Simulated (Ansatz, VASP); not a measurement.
## Sr in VASP and in Ansatz

The input POSCAR:

```
Sr
1.0
   -2.4774625307      2.4774625307      2.4774625307
    2.4774625307     -2.4774625307      2.4774625307
    2.4774625307      2.4774625307     -2.4774625307
Sr
1
Direct
    0.0000000000      0.0000000000      0.0000000000
```

File INCAR.step1:

```
SYSTEM = Sr
PREC = Accurate ; ENCUT = 520
ISMEAR = -1 ; SIGMA = 0.1
LREAL = .False. ; LASPH = .True.
NELM = 100 ; NBANDS = 11
GGA = PE ; ALGO = Normal
EDIFF = 1E-4 ; LWAVE = .True.
LCHARG = .False.
```

File INCAR.step2:

```
SYSTEM = Sr
PREC = Accurate ; ENCUT = 520
EDIFF = 1E-6 ; ISMEAR = -1
SIGMA = 0.1 ; LREAL = .False.
LASPH = .True. ; NELM = 100
ALGO = Normal ; ISIF = 2
LWAVE = .False. ; LCHARG = .False.
METAGGA = R2SCAN ; LMIXTAU = .True.
NBANDS = 11 ; ISTART = 1
```

KPOINTS

```
regular mesh
0
Gamma
  10 10 10
  0 0 0
```

Input for Ansatz:

```yaml
crystal:
  lattice:
    - [-2.4774625307, 2.4774625307, 2.4774625307]
    - [2.4774625307, -2.4774625307, 2.4774625307]
    - [2.4774625307, 2.4774625307, -2.4774625307]
  atoms:
    - { symbol: Sr, position: [0.0, 0.0, 0.0] }
hamiltonian:
  xc: r2scan
  pseudopotentials:
    kind: paw
    azcp:
      Sr: "pseudopotentials/Sr.paw.azcp"
basis:
  ecutwfc: 500
  fft_grid_basis: typed
kpoints:
  mp_grid: { grid: [10, 10, 10], shift: [0, 0, 0] }
magnetization:
  spin_polarized: false
scf:
  occupations: { method: fermi_dirac, width: 0.1 }
  lower_state_search: "off"
output:
  stress: true
```

Alike in both runs: task single point; functional r2SCAN; k mesh 10 × 10 × 10; occupations fermi-dirac, width 0.1 eV; no spin polarisation.

|  | VASP | Ansatz |
| --- | --- | --- |
| version | VASP 6.6.1 | Ansatz 0.2.0 |
| potentials or method | VASP PAW PBE potentials, release 64 (Sr_sv), cutoff 520 eV | plane waves (500 eV) with PAW, scalar-relativistic |
| valence electrons in the cell | 10 | 10 |

|  | VASP | Ansatz | Ansatz less VASP |
| --- | --- | --- | --- |
| pressure (GPa) | -0.8 | -0.8 | -0.01 |

VASP's potentials were made for PBE, not for r2SCAN.
